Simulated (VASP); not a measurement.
HfSiF: single point with PBE

HfSiF:

```xyz
3
Lattice="4.4218 0.0000 0.0000 -2.2109 3.8294 0.0000 0.0000 0.0000 2.7149" Properties=species:S:1:pos:R:3 pbc="T T T"
Hf    0.0000    0.0000    0.0000
Si    2.2109    1.2765    1.3575
F     0.0000    2.5529    1.3575
```

* Program: VASP 6.6.1
* Task: single point
* Functional: PBE
* Potentials or basis: VASP PAW PBE potentials, release 64 (Hf_pv, Si, F)
* Cutoff: 520 eV
* k mesh: 12 × 12 × 18
* Occupations: gaussian, width 0.1 eV
* Spin: no spin polarisation

```yaml
Pressure: -0.7 GPa
```

Stress tensor (GPa, compression positive):
```
-0.60  0.00  0.00
 0.00 -0.60  0.00
 0.00  0.00 -0.76
```

Levels at points of the mesh, in eV from the Fermi level:
```
           k point  band 9  band 10  band 11  band 12  band 13  band 14
(0.00, 0.00, 0.00)   -2.11    -1.31    -1.31     4.52     4.88     4.88
(0.50, 0.00, 0.00)   -2.76    -0.78    -0.75     1.84     3.92     4.70
(0.00, 0.00, 0.50)   -3.07    -1.54    -1.54     1.15     1.15     5.55
(0.50, 0.00, 0.50)   -3.28    -0.69     0.62     1.87     2.66     3.71
```

It took 67 s on 1 thread of Intel(R) Xeon(R) Platinum 8375C CPU @ 2.90GHz (Ice Lake) (shared host), peak memory 0.3 GiB.

Caveat: spin-orbit coupling is left out, which moves the levels of the heavy elements; an odd number of electrons without spin polarisation forces a metal; a magnetic or distorted state may lie lower.
